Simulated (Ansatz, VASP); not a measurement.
Two plane-wave programs on SiO2

```
CELL_PARAMETERS angstrom
5.05968 0.00000 0.00000
-2.52984 4.38181 0.00000
0.00000 0.00000 5.65191
ATOMIC_POSITIONS crystal
Si 0.00000 0.50000 0.33333
Si 0.50000 0.50000 0.66667
Si 0.50000 0.00000 0.00000
O 0.58070 0.79035 0.83333
O 0.79035 0.58070 0.50000
O 0.79035 0.20965 0.16667
O 0.41930 0.20965 0.83333
O 0.20965 0.41930 0.50000
O 0.20965 0.79035 0.16667
```

Change from the starting cell: strain along c alone, the other axes held, atoms relaxed: +2.0 %.

Alike in both runs: functional r2SCAN; k mesh 6 × 6 × 4; occupations gaussian, width 0.02 eV; no spin polarisation.

Ansatz relaxed the structure, and its values are those at the end. VASP's run is a single point on that final structure, the one shown.

|  | VASP | Ansatz |
| --- | --- | --- |
| version | VASP 6.6.1 | Ansatz 0.2.0 |
| potentials or method | VASP PAW PBE potentials, release 64 (Si, O), cutoff 520 eV | scalar-relativistic, plane waves, PAW |
| valence electrons in the cell | 48 | 48 |

```tsv
	VASP	Ansatz	Ansatz less VASP
gap on the k mesh at the Fermi level (eV)	6.18	6.19	+0.002
least direct gap on the mesh (eV)	6.35	6.35	0.000
pressure (GPa)	-2.8	-3.0	-0.16
rms of the force components (eV/Å)	0.005	0.000	-0.0046
```

VASP's potentials were made for PBE, not for r2SCAN. The functional is the same, so the differences come from potentials, cutoffs and numerics. Ansatz's warnings: stress scf threshold loose.
